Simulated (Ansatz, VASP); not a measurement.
# One calculation of C, two programs

```
C
1.0
     2.45766    0.00000    0.00000
    -1.22883    2.12839    0.00000
     0.00000    0.00000    3.52948
C
2
Direct
  0.33333 0.66667 0.00000
  0.66667 0.33333 0.00000
```

Alike in both runs: functional PBEsol; dispersion D3(BJ); k mesh 21 × 21 × 12; occupations gaussian, width 0.1 eV; no spin polarisation.

Ansatz relaxed the structure, and its values are those at the end. VASP's run is a single point on that final structure, the one shown.

```csv
,VASP,Ansatz
version,VASP 6.6.1,Ansatz 0.2.0
potentials or method,"VASP PAW PBE potentials, release 64 (C), cutoff 600 eV","scalar-relativistic, plane waves, PAW"
valence electrons in the cell,8,8
```

VASP gave:

- gap on the k mesh at the Fermi level (eV): none
- pressure (GPa): 0.3

Estimate Ansatz's values.

gap on the k mesh at the Fermi level (eV): none; pressure (GPa): 0.0.

VASP's potentials were made for PBE, not for PBEsol, and Ansatz warns of the same on its side. A gap of «none» marks a metal or a gap that the smearing closes.
